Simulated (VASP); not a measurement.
Runs of VASP 6.6.1 on Al2MoN3. The structure is that of space group P6/mmm (No. 191), or close to it. The cells are those of the table. 

```tsv
task	spin	cell	k mesh	cutoff (eV)	gap on the mesh (eV)	pressure (GPa)	moment (μB)
single point	collinear, ferromagnetic start	a = 4.757, b = 4.757, c = 5.006 Å, angles 90.0, 90.0, 120.0°, 6 atoms	6 × 6 × 4	520	none	(a)	4.87
single point	collinear, ferromagnetic start	a = 6.039, b = 6.039, c = 3.112 Å, angles 90.0, 90.0, 120.0°, 6 atoms	6 × 6 × 4	520	none	(b)	2.50
single point	collinear, ferrimagnetic start	a = 6.039, b = 6.039, c = 3.112 Å, angles 90.0, 90.0, 120.0°, 6 atoms	3 × 3 × 6	520	none	-0.4	2.00
relaxation of cell and atoms	collinear, ferrimagnetic start	relaxed from a = 6.039, b = 6.039, c = 3.112 Å, angles 90.0, 90.0, 120.0°, 6 atoms	3 × 3 × 6	600	none	0.0	2.00
single point	collinear, ferrimagnetic start	a = 6.036, b = 6.036, c = 3.107 Å, angles 90.0, 90.0, 120.0°, 6 atoms	6 × 6 × 12	520	none	-0.1	2.17
```

Alike in all rows: level PBE; potentials or basis VASP PAW PBE potentials, release 64 (Al, Mo_sv, N); smearing gaussian 0.1 eV.

Task: Estimate the missing entries.

Result: (a) 123.8; (b) 0.1.

Caveats: some runs use coarse meshes.

A k mesh can miss the band edges, and the runs leave out spin-orbit coupling on Mo.

A gap of «none» marks levels without a gap at the run's occupations.
